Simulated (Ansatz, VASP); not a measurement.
Two plane-wave programs on ScSi2O3

```
Sc Si O
1.0
     5.09138    0.00000    0.00000
    -2.54569    4.40927    0.00000
     0.00000    0.00000    6.79542
Sc Si O
2 4 6
Cartesian
  0.0000 0.0000 0.0000
  0.0000 0.0000 3.3977
  2.5457 1.4698 0.5314
  0.0000 2.9395 6.2640
  0.0000 2.9395 3.9291
  2.5457 1.4698 2.8663
  0.0000 1.5361 5.0966
  1.2154 3.6412 5.0966
  -1.2154 3.6412 5.0966
  2.5457 2.8732 1.6989
  1.3303 0.7681 1.6989
  3.7611 0.7681 1.6989
```

Change from the starting cell: species swapped into the Ta2Cr3Si type (P6_3/mmc, No. 194).

Alike in both runs: task relaxation of cell and atoms; functional PBE; k mesh 12 × 12 × 6; occupations gaussian, width 0.1 eV; no spin polarisation.

|  | VASP | Ansatz |
| --- | --- | --- |
| version | VASP 6.6.1 | Ansatz 0.2.0 |
| potentials or method | VASP PAW PBE potentials, release 64 (Sc_sv, Si, O), cutoff 600 eV | scalar-relativistic, plane waves, PAW |
| valence electrons in the cell | 74 | 74 |

|  | VASP | Ansatz | Ansatz less VASP |
| --- | --- | --- | --- |
| gap on the k mesh at the Fermi level, each at its own relaxed structure (eV) | none | none | - |
| relaxed volume (Å³/atom) | 12.74 | 12.73 | -0.011 |
| relaxed length of the cell vector where the two differ most in proportion (Å) | 6.730 | 6.746 | +0.0162 |

A gap of «none» marks a metal or a gap that the smearing closes.
